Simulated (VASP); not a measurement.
Set up this calculation in VASP 6.6.1, as the native input.

- Task: single point
- Functional: PBEsol
- Potentials or basis: VASP PAW PBE potentials, release 64 (Mg, O)
- Cutoff: 600 eV
- k mesh: 2 × 2 × 2
- Occupations: fermi-dirac, width 0.01 eV
- Spin: no spin polarisation
- Dipole correction: no
- Further INCAR settings: ALGO = Normal; EDIFF = 1e-06; NBANDS = 16

The structure of MgO lies in POSCAR:

```
MgO
1.0
    3.4863780000      0.0000000000      0.0000000000
   -1.7431890000      3.0192920000      0.0000000000
    0.0000000000      0.0000000000      4.1780410000
Mg O
2 2
Direct
    0.6666666667      0.3333333333      0.7500000000
    0.3333333333      0.6666666667      0.2500000000
    0.6666666667      0.3333333333      0.2500000000
    0.3333333333      0.6666666667      0.7500000000
```

One way to write it, as run:

INCAR

```
ALGO     = Normal         # electronic algorithm
EDIFF    = 1E-6           # SCF threshold, eV
ENCUT    = 600            # plane-wave cutoff, eV
GGA      = PS             # functional
GGA_COMPAT= F            
ISIF     = 2              # what is computed and relaxed
ISMEAR   = -1             # smearing method
LASPH    = T              # aspherical terms in the spheres
LCHARG   = F              # write CHGCAR
LREAL    = F              # projectors in reciprocal space
LWAVE    = F              # write WAVECAR
NBANDS   = 16             # bands
NELM     = 120            # most SCF steps
PREC     = Accurate       # precision mode
SIGMA    = 0.01           # smearing width, eV
```

KPOINTS

```
k-points
0
Gamma
  2 2 2
```

Potentials or basis: VASP PAW PBE potentials, release 64 (Mg, O).

The run is started by

```console
$ cat potpaw_PBE.64/Mg/POTCAR potpaw_PBE.64/O/POTCAR > POTCAR
$ mpirun -np 1 vasp_std > vasp.out
```

It gave:

```
Pressure               : 0.7 GPa
Band gap on the k mesh : 3.29 eV, direct
```

Caveat: the k points lie up to 1.04 Å⁻¹ apart; the PAW data sets were made with another functional, which shifts forces and pressure a little.

It took 14 s on 1 thread of Intel Xeon 8259CL (shared host), peak memory 0.16 GiB.
